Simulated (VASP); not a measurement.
# MnS (Fm-3m) in VASP: further runs

MnS is run at these levels: PBE+U; tasks: single point.

All numbers are computed with VASP 6.6.1; they aren't measurements. Logs are shortened: lines on timing, memory, paths and dates and some standing lists are left out, and cuts for length are marked.

### Step 1. The cell of the first run

The structure is cubic, space group Fm-3m (No. 225). The conventional cell has a = 5.309 Å, b = 5.309 Å, c = 5.309 Å, α = 90.00°, β = 90.00°, γ = 90.00°. Mn (site symmetry m-3m) has 6 S at 2.65 Å within 3.5 Å. Within 3.5 Å of S (site symmetry m-3m) lie 6 Mn at 2.65 Å.

### Step 2. Single point, PBE+U, collinear spin, ferromagnetic start (18.70 Å³/atom)

The input, INCAR:

```
PREC = Accurate
ENCUT = 520
EDIFF = 1E-7
ISMEAR = 0
SIGMA = 0.05
LREAL = F
LASPH = T
NELM = 150
ALGO = Normal
ISIF = 2
LWAVE = F
LCHARG = T
ISPIN = 2
MAGMOM = 5 0.11
LORBIT = 11
LMAXMIX = 4
LDAU = T
LDAUTYPE = 2
LDAUL = 2 -1
LDAUU = 3.9 0
LDAUJ = 0 0
LDAUPRINT = 1
GGA = PE
LELF = T
LVHAR = T
NBANDS = 20
```

The input, KPOINTS:

```
Automatic mesh
0
Gamma
  8 8 8
```

The input, POSCAR:

```
MnS
1.0
    0.0000000000      2.6543123020      2.6543123020
    2.6543123020      0.0000000000      2.6543123020
    2.6543123020      2.6543123020      0.0000000000
Mn S
1 1
Direct
    0.0000000000      0.0000000000      0.0000000000
    0.5000000000      0.5000000000      0.5000000000
```

Potentials or basis: VASP PAW PBE potentials, release 64 (Mn_pv, S).

On the command line:

```bash
cat potpaw_PBE.64/Mn_pv/POTCAR potpaw_PBE.64/S/POTCAR > POTCAR
mpirun -np 1 vasp_std > vasp.out
```

OUTCAR:

```text
PREC = Accurate
   ENCUT = 520
   EDIFF = 1E-7
   ISMEAR = 0
   LREAL = F
   LASPH = T
   NELM = 150
   ISIF = 2
   ISPIN = 2
   LORBIT = 11
   GGA = PE

 ion  position               nearest neighbor table
   1  0.000  0.000  0.000-   2 2.65   2 2.65   2 2.65   2 2.65   2 2.65   2 2.65
   2  0.500  0.500  0.500-   1 2.65   1 2.65   1 2.65   1 2.65   1 2.65   1 2.65

  LATTYP: Found a face centered cubic cell.
 ALAT       =     5.3086246040

  Lattice vectors:

 A1 = (   0.0000000000,   2.6543123020,   2.6543123020)
 A2 = (   2.6543123020,   0.0000000000,   2.6543123020)
 A3 = (   2.6543123020,   2.6543123020,   0.0000000000)

Analysis of symmetry for initial positions (statically):
=====================================================================
 Subroutine PRICEL returns:
 Original cell was already a primitive cell.

 Routine SETGRP: Setting up the symmetry group for a
 face centered cubic supercell.

 Subroutine GETGRP returns: Found 48 space group operations
 (whereof 48 operations were pure point group operations)
 out of a pool of 48 trial point group operations.

The static configuration has the point symmetry O_h .

Analysis of symmetry for dynamics (positions and initial velocities):
=====================================================================
 Subroutine PRICEL returns:
 Original cell was already a primitive cell.

 Routine SETGRP: Setting up the symmetry group for a
 face centered cubic supercell.

 Subroutine GETGRP returns: Found 48 space group operations
 (whereof 48 operations were pure point group operations)
 out of a pool of 48 trial point group operations.

The dynamic configuration has the point symmetry O_h .

Analysis of structural, dynamic, and magnetic symmetry:
=====================================================================
 Subroutine PRICEL returns:
 Original cell was already a primitive cell.

 Routine SETGRP: Setting up the symmetry group for a
 face centered cubic supercell.

 Subroutine GETGRP returns: Found 48 space group operations
 (whereof 48 operations were pure point group operations)
 out of a pool of 48 trial point group operations.

The overall configuration has the point symmetry O_h .

 Subroutine INISYM returns: Found 48 space group operations
 (whereof 48 operations are pure point group operations),
 and found     1 'primitive' translations

----------------------------------------------------------------------------------------

                                     Primitive cell

  volume of cell :      37.4012

  direct lattice vectors                    reciprocal lattice vectors
     0.000000000  2.654312302  2.654312302    -0.188372709  0.188372709  0.188372709
     2.654312302  0.000000000  2.654312302     0.188372709 -0.188372709  0.188372709
     2.654312302  2.654312302  0.000000000     0.188372709  0.188372709 -0.188372709

  length of vectors
     3.753764456  3.753764456  3.753764456     0.326271103  0.326271103  0.326271103

  position of ions in fractional coordinates (direct lattice)
     0.000000000  0.000000000  0.000000000
     0.500000000  0.500000000  0.500000000

  ion indices of the primitive-cell ions
   primitive index   ion index
                 1           1
                 2           2

----------------------------------------------------------------------------------------

 KPOINTS: Automatic mesh

[... 64 lines left out ...]
   LASPH  =      T    aspherical Exc in radial PAW
   ENCUT  =  520.0 eV  38.22 Ry    6.18 a.u.   6.98  6.98  6.98*2*pi/ulx,y,z
   NELM   =    150;   NELMIN=  2; NELMDL= -5     # of ELM steps
   EDIFF  = 0.1E-06   stopping-criterion for ELM
   LREAL  =      F    real-space projection
   EDIFFG = 0.1E-05   stopping-criterion for IOM
   NSW    =      0    number of steps for IOM
   IBRION =     -1    ionic relax: 0-MD 1-quasi-New 2-CG
   NFREE  =      0    steps in history (QN), initial steepest desc. (CG)
   ISIF   =      2    stress and relaxation
   ISYM   =      2    0-nonsym 1-usesym 2-fastsym
   POTIM  = 0.5000    time-step for ionic-motion
   TEBEG  =    0.0;   TEEND  =   0.0 temperature during run
   PSTRESS=    0.0 pullay stress
   NELECT =      19.0000    total number of electrons
   NUPDOWN=      -1.0000    fix difference up-down
   EMIN   =  10.00;   EMAX   =-10.00  energy-range for DOS
   EFERMI =   0.00;   METHOD = LEGACY
   ISMEAR =     0;   SIGMA  =   0.05  broadening in eV -4-tet -1-fermi 0-gaus
   EFERMI_NEDOS =   21; number of points for ismear=-14 and -15
   IALGO  =     38    algorithm
   IMIX   =      4    mixing-type and parameters
     AMIX     =   0.40;   BMIX     =  1.00
     AMIX_MAG =   1.60;   BMIX_MAG =  1.00
  volume/ion in A,a.u.               =      18.70       126.20
  Fermi-wavevector in a.u.,A,eV,Ry     =   1.306263  2.468479 23.215940  1.706323
  Thomas-Fermi vector in A             =   2.437077
   LORBIT       =     11    0 simple, 1 ext, 2 COOP (PROOUT), +10 PAW based schemes
 LDA+U is selected, type is set to LDAUTYPE =  2
   angular momentum for each species LDAUL =     2   -1
   U (eV)           for each species LDAUU =   3.9  0.0
   J (eV)           for each species LDAUJ =   0.0  0.0
   GGA     = PE    functional components
   LHFCALC =     F    Hartree Fock is set to
   AEXX    =    0.0000 exact exchange contribution
   IVDW    =     0    specifies the selected vdW correction
   LEPSILON=     F    determine dielectric tensor
   LRPA    =     F    only Hartree local field effects (RPA)
 spin polarized calculation
 Gauss-broadening in eV      SIGMA  =   0.05
  energy-cutoff  :      520.00
  volume of cell :       37.40
 maximum number of plane-waves:      1036
   NGX = 13   NGY = 13   NGZ = 13

atom =   1  type =  1  l = 2

 onsite density matrix

spin component  1

  0.9348 -0.0000 -0.0000 -0.0000 -0.0000
 -0.0000  0.9348  0.0000  0.0000  0.0000
 -0.0000  0.0000  0.9543 -0.0000  0.0000
 -0.0000  0.0000 -0.0000  0.9348  0.0000
 -0.0000  0.0000  0.0000  0.0000  0.9543

spin component  2

  0.0132  0.0000  0.0000  0.0000  0.0000
  0.0000  0.0132 -0.0000 -0.0000 -0.0000
  0.0000 -0.0000  0.0696  0.0000 -0.0000
  0.0000 -0.0000  0.0000  0.0132 -0.0000
  0.0000 -0.0000 -0.0000 -0.0000  0.0696

 occupancies and eigenvectors

  o =  0.0132  v =  0.0000  0.0000  0.0000  0.0000  0.0000 -0.0001  0.9992  0.0000  0.0388  0.0000      0.0000  0.0000  0.0000  0.0000  0.0000  0.0000  0.0000  0.0000  0.0000  0.0000
  o =  0.0132  v =  0.0000  0.0000  0.0000  0.0000  0.0000 -0.0011 -0.0388 -0.0000  0.9992  0.0000      0.0000  0.0000  0.0000  0.0000  0.0000  0.0000  0.0000  0.0000  0.0000  0.0000
  o =  0.0132  v =  0.0000  0.0000  0.0000  0.0000  0.0000  1.0000  0.0001 -0.0000  0.0012 -0.0000      0.0000  0.0000  0.0000  0.0000  0.0000  0.0000  0.0000  0.0000  0.0000  0.0000
  o =  0.0696  v =  0.0000  0.0000  0.0000  0.0000  0.0000 -0.0000  0.0000 -0.2936  0.0000 -0.9559      0.0000  0.0000  0.0000  0.0000  0.0000  0.0000  0.0000  0.0000  0.0000  0.0000
  o =  0.0696  v =  0.0000  0.0000  0.0000  0.0000  0.0000  0.0000 -0.0000  0.9559  0.0000 -0.2936      0.0000  0.0000  0.0000  0.0000  0.0000  0.0000  0.0000  0.0000  0.0000  0.0000
  o =  0.9348  v =  0.0000 -0.1806 -0.0000  0.9836  0.0000  0.0000  0.0000  0.0000  0.0000  0.0000      0.0000  0.0000  0.0000  0.0000  0.0000  0.0000  0.0000  0.0000  0.0000  0.0000
  o =  0.9348  v =  0.0000  0.9836  0.0000  0.1806 -0.0000  0.0000  0.0000  0.0000  0.0000  0.0000      0.0000  0.0000  0.0000  0.0000  0.0000  0.0000  0.0000  0.0000  0.0000  0.0000
  o =  0.9348  v =  1.0000  0.0000  0.0000  0.0000  0.0000  0.0000  0.0000  0.0000  0.0000  0.0000      0.0000  0.0000  0.0000  0.0000  0.0000  0.0000  0.0000  0.0000  0.0000  0.0000
  o =  0.9543  v =  0.0000  0.0000 -0.9976 -0.0000 -0.0691  0.0000  0.0000  0.0000  0.0000  0.0000      0.0000  0.0000  0.0000  0.0000  0.0000  0.0000  0.0000  0.0000  0.0000  0.0000
  o =  0.9543  v =  0.0000  0.0000 -0.0691 -0.0000  0.9976  0.0000  0.0000  0.0000  0.0000  0.0000      0.0000  0.0000  0.0000  0.0000  0.0000  0.0000  0.0000  0.0000  0.0000  0.0000

 number of electron      19.0000007 magnetization       4.9999961

 Free energy of the ion-electron system (eV)
  ---------------------------------------------------
  ext. energy  EPLUGINS =         0.00000000
  ---------------------------------------------------
  free energy    TOTEN  =       -12.99091844 eV

  energy without entropy =      -12.99091844  energy(sigma->0) =      -12.99091844

 E-fermi :   5.9918     XC(G=0): -10.3281

 val. band max:        5.6796961391   @ k =   0.5000   0.0000   0.0000
 cond. band min:       6.5696416754   @ k =   0.5000   0.5000   0.0000
 fundamental gap:      0.8899455363
 Fermi energy:         5.9917883522

 spin component 1

 k-point     1 :       0.0000    0.0000    0.0000
  band No.  band energies     occupation
      1     -44.9455      1.00000
      2     -44.9455      1.00000
      3     -44.9455      1.00000
      4      -7.9822      1.00000
      5       0.9512      1.00000
      6       0.9512      1.00000
[... 1097 lines left out ...]
     19      20.9891      0.00000
     20      21.7705      0.00000

 [... further k-points ...]

------------------------ aborting loop because EDIFF is reached ----------------------------------------

  FORCE on cell =-STRESS in cart. coord.  units (eV):
  Direction    XX          YY          ZZ          XY          YZ          ZX
  --------------------------------------------------------------------------------------
  -------------------------------------------------------------------------------------
  Total       -0.1423394     -0.1423394     -0.1423394      0.0000000     -0.0000000      0.0000000
  in kB       -6.0974698     -6.0974698     -6.0974698      0.0000000     -0.0000000      0.0000000
  external PRESSURE =      -6.0974698 kB  Pullay stress =       0.0000000 kB

 VOLUME and BASIS-vectors are now :
 -----------------------------------------------------------------------------
  energy-cutoff  :      520.00
  volume of cell :       37.40
      direct lattice vectors                 reciprocal lattice vectors
     0.000000000  2.654312302  2.654312302    -0.188372709  0.188372709  0.188372709
     2.654312302  0.000000000  2.654312302     0.188372709 -0.188372709  0.188372709
     2.654312302  2.654312302  0.000000000     0.188372709  0.188372709 -0.188372709

 POSITION                                       TOTAL-FORCE (eV/Angst)
 -----------------------------------------------------------------------------------
      0.00000      0.00000      0.00000        -0.000000     -0.000000      0.000000
      2.65431      2.65431      2.65431         0.000000      0.000000     -0.000000
 -----------------------------------------------------------------------------------
    total drift:                               -0.000000      0.000000      0.000000

  FREE ENERGIE OF THE ION-ELECTRON SYSTEM (eV)
  ---------------------------------------------------
  free  energy   TOTEN  =       -12.9909184395 eV

  energy  without entropy=      -12.9909184395  energy(sigma->0) =      -12.99091844

 total charge

# of ion       s       p       d       tot
------------------------------------------
    1        0.210   6.153   4.876  11.238
    2        1.321   2.440   0.000   3.761
--------------------------------------------------
tot          1.531   8.592   4.876  14.999

 magnetization (x)

# of ion       s       p       d       tot
------------------------------------------
    1        0.048   0.035   4.524   4.607
    2        0.019   0.056   0.000   0.075
--------------------------------------------------
tot          0.067   0.091   4.524   4.682
```

It took 21 s on 1 thread of Intel Xeon 6975P-C (Granite Rapids), shared host; peak memory 0.19 GiB.

Results:

```
Free energy                                           : -12.9909 eV
Pressure                                              : -0.6 GPa
Band gap on the k mesh                                : 0.89 eV (least direct gap 2.70 eV)
Net moment                                            : 5.00 μB per cell
Site moments                                          : Mn +4.61; S +0.07 μB
Valence electrons inside the program's atomic spheres : Mn 11.24; S 3.76
```

Levels at points of the mesh, in eV from the valence-band top:
Spin up:
```
           k point  band 10  band 11  band 12  band 13  band 14  band 15
(0.00, 0.00, 0.00)    -1.25    -1.25    -1.25     1.74     8.59     8.59
(0.50, 0.00, 0.00)    -3.71     0.00     0.00     3.19     5.72     5.72
(0.50, 0.50, 0.00)    -3.85    -2.78    -2.78     1.06     5.39    10.15
```
Spin down:
| k point | band 4 | band 5 | band 6 | band 7 | band 8 | band 9 | band 10 | band 11 |
| --- | --- | --- | --- | --- | --- | --- | --- | --- |
| (0.00, 0.00, 0.00) | -13.42 | -1.08 | -1.08 | -1.08 | 2.26 | 2.26 | 2.27 | 2.27 |
| (0.50, 0.00, 0.00) | -12.26 | -5.52 | -2.33 | -2.33 | 3.42 | 3.42 | 3.49 | 3.76 |
| (0.50, 0.50, 0.00) | -12.06 | -4.78 | -2.52 | -2.52 | 0.89 | 2.55 | 2.74 | 3.70 |

Eigenvalues of the final occupation matrices:
| site | spin | trace | eigenvalues |
| --- | --- | --- | --- |
| site 1 d | 1 | 4.71 | 0.93 0.93 0.93 0.95 0.95 |
| site 1 d | 2 | 0.18 | 0.01 0.01 0.01 0.07 0.07 |

Caveat: a cell with one magnetic atom can't hold antiferromagnetic order, which such compounds often take. The state reached can hang on the start; a lower one may exist.

### Step 3. Single point, PBE+U, collinear spin, antiferromagnetic start

This run uses another cell than the first one: it holds 4 atoms, not 2.

The input, INCAR:

```
PREC = Accurate
ENCUT = 520
EDIFF = 1E-6
ISMEAR = 0
SIGMA = 0.05
LREAL = False
LASPH = True
NELM = 150
ALGO = Normal
ISIF = 2
LWAVE = False
LCHARG = False
ISPIN = 2
MAGMOM = 5 -5 0 0
LORBIT = 11
LMAXMIX = 4
LDAU = True
LDAUTYPE = 2
LDAUL = 2 -1
LDAUU = 3.9 0
LDAUJ = 0 0
LDAUPRINT = 1
GGA = PE
NBANDS = 31
```

The input, KPOINTS:

```
regular mesh
0
Gamma
  4 4 3
```

The input, POSCAR:

```
MnS
1.0
    0.0000000000      2.6543123020     -2.6543123020
    0.0000000000      2.6543123020      2.6543123020
    5.3086246040      0.0000000000      0.0000000000
Mn S
2 2
Direct
    0.0000000000      0.0000000000      0.0000000000
    0.5000000000      0.5000000000      0.5000000000
    0.0000000000      1.0000000000      0.5000000000
    0.5000000000      1.5000000000      1.0000000000
```

Potentials or basis: VASP PAW PBE potentials, release 64 (Mn_pv, S).

On the command line:

```bash
cat potpaw_PBE.64/Mn_pv/POTCAR potpaw_PBE.64/S/POTCAR > POTCAR
mpirun -np 1 vasp_std > vasp.out
```

Run time: 23 s. Hardware: 1 thread of Intel Xeon 6975P-C (Granite Rapids), shared host; peak memory 0.21 GiB.

The run converged. Its results:

```yaml
Free_energy: -25.9764 eV
Pressure: -1.0 GPa
Band_gap_on_the_k_mesh: 1.14 eV
Net_moment: 0.00 μB per cell
Site_moments: Mn +4.59, -4.59; S -0.03, +0.03 μB
Valence_electrons_inside_the_program's_atomic_spheres: Mn 11.24; S 3.76
```

Stress tensor (GPa, compression positive):
```
-1.19  0.00  0.00
 0.00 -0.89  0.00
 0.00  0.00 -0.89
```

Levels at points of the mesh, in eV from the valence-band top:
Spin up:
```tsv
k point	band 17	band 18	band 19	band 20	band 21	band 22
(0.00, 0.00, 0.00)	-1.04	-1.04	-1.04	1.46	1.59	2.58
(0.50, 0.00, 0.00)	-2.29	-2.24	0.00	2.95	3.17	3.35
(0.50, 0.50, 0.00)	-2.53	-2.53	-2.49	1.14	2.10	2.10
```
Spin down:
```
           k point  band 15  band 16  band 17  band 18  band 19  band 20  band 21  band 22  band 23  band 24
(0.00, 0.00, 0.00)    -2.54    -2.54    -1.04    -1.04    -1.04     1.46     1.59     2.58     2.82     3.02
(0.50, 0.00, 0.00)    -3.28    -3.14    -2.29    -2.24     0.00     2.95     3.17     3.35     3.52     4.74
(0.50, 0.50, 0.00)    -3.92    -2.58    -2.53    -2.53    -2.49     1.14     2.10     2.10     2.66     3.10
```

Eigenvalues of the final occupation matrices:
```tsv
site	spin	trace	eigenvalues
site 1 d	1	4.71	0.93 0.93 0.93 0.95 0.95
site 1 d	2	0.18	0.01 0.01 0.01 0.07 0.07
site 2 d	1	0.18	0.01 0.01 0.01 0.07 0.07
site 2 d	2	4.71	0.93 0.93 0.93 0.95 0.95
```

Caveat: an odd mesh through Γ misses points on the zone boundary, where band edges can lie.

### Step 4. Single point, PBE+U, collinear spin, antiferromagnetic start

This run uses another cell than the first one: it holds 4 atoms, not 2.

The input, INCAR:

```
SYSTEM = MnS
ALGO = Normal
EDIFF = 1E-7
ENCUT = 520
GGA = PE
ISIF = 2
ISMEAR = 0
ISPIN = 2
LASPH = .TRUE.
LCHARG = .TRUE.
LDAU = .TRUE.
LDAUJ = 0 0
LDAUL = 2 -1
LDAUPRINT = 1
LDAUTYPE = 2
LDAUU = 3.9 0
LELF = .TRUE.
LMAXMIX = 4
LORBIT = 11
LREAL = .FALSE.
LVHAR = .TRUE.
LWAVE = .FALSE.
MAGMOM = 5 -5 0 0
NBANDS = 31
NELM = 150
PREC = Accurate
SIGMA = 0.05
```

The input, KPOINTS:

```
k-points
0
G
  4 4 4
  0 0 0
```

The input, POSCAR:

```
MnS
1.0
   -2.6543123020     -2.6543123020      5.3086246040
   -5.3086246040     -2.6543123020      2.6543123020
   -2.6543123020     -5.3086246040      2.6543123020
Mn S
2 2
Direct
    0.0000000000      0.0000000000      0.0000000000
    0.5000000000      0.5000000000      0.5000000000
    1.2500000000     -0.7500000000     -0.7500000000
    1.7500000000     -0.2500000000     -0.2500000000
```

On the command line:

```bash
cat potpaw_PBE.64/Mn_pv/POTCAR potpaw_PBE.64/S/POTCAR > POTCAR
mpirun -np 1 vasp_std > vasp.out
```

It took 73 s on 1 thread of Intel Xeon 6975P-C (Granite Rapids), shared host; peak memory 0.41 GiB.

The run converged, but its numbers aren't listed here, since they failed a check.

Caveat: the k points lie up to 0.49 Å⁻¹ apart; the result breaks the symmetry of the cell.
